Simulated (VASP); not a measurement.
Set up this calculation in VASP 6.6.1, as the native input.

| Quantity | Value |
| --- | --- |
| Task | relaxation of cell and atoms |
| Functional | PBE |
| Potentials or basis | VASP PAW PBE potentials, release 64 (Zn, Cd, Se, S) |
| Cutoff | 600 eV |
| k mesh | 8 × 8 × 8 |
| Occupations | gaussian, width 0.1 eV |
| Spin | no spin polarisation |
| Dipole correction | no |
| Further INCAR settings | ALGO = Normal; EDIFF = 1e-07; IBRION = 2; EDIFFG = -0.01; NSW = 100; ISIF = 3 |

The structure of ZnCd2Se2S lies in POSCAR:

```
ZnCd2Se2S
1.0
    5.1557613523      0.0000000000      0.0000000000
    0.0000000000      5.1557613523      0.0000000000
    0.0000000000      0.0000000000      5.5728120744
Zn Cd Se S
1 2 2 1
Direct
    0.0000000000      0.0000000000      0.5000000000
    0.5000000000      0.5000000000      0.7384913227
    0.5000000000      0.5000000000      0.2615086773
    0.5000000000      0.0000000000      0.0000000000
    0.0000000000      0.5000000000      0.0000000000
    0.0000000000      0.0000000000      0.0000000000
```

The cell was built from a structure type or drawn by symmetry, and may not be a known phase.

One way to write it, as run:

INCAR

```
PREC = Accurate ; ENCUT = 600
EDIFF = 1E-7 ; ISMEAR = 0
SIGMA = 0.1 ; LREAL = False
LASPH = True ; NELM = 100
ALGO = Normal ; ISIF = 3
LWAVE = False ; LCHARG = False
GGA = PE ; IBRION = 2
NSW = 100 ; EDIFFG = -0.01
```

KPOINTS

```
Automatic mesh
0
Gamma
  8 8 8
```

Potentials or basis: VASP PAW PBE potentials, release 64 (Zn, Cd, Se, S).

The run is started by

```console
$ cat potpaw_PBE.64/Zn/POTCAR potpaw_PBE.64/Cd/POTCAR potpaw_PBE.64/Se/POTCAR potpaw_PBE.64/S/POTCAR > POTCAR
$ mpirun -np 1 vasp_std > vasp.out
```

It gave:

The relaxed volume is 25.11 Å³/atom. The relaxed cell is a = 5.070 Å, b = 5.070 Å, c = 5.861 Å, α = 90.00°, β = 90.00°, γ = 90.00°. The space group after relaxing (to 0.1 Å) is P4/mmm (No. 123). The energy gained by relaxing is 2.8 meV/atom and the ionic steps are 14. The pressure after relaxing is 0.0 GPa. The band gap on the k mesh is zero (bands 27 and 28 overlap by 1.88 eV).

Run time: 68 min on 1 thread of AMD EPYC 9755 128-Core Processor, with other jobs on the host, peak memory 0.59 GiB.
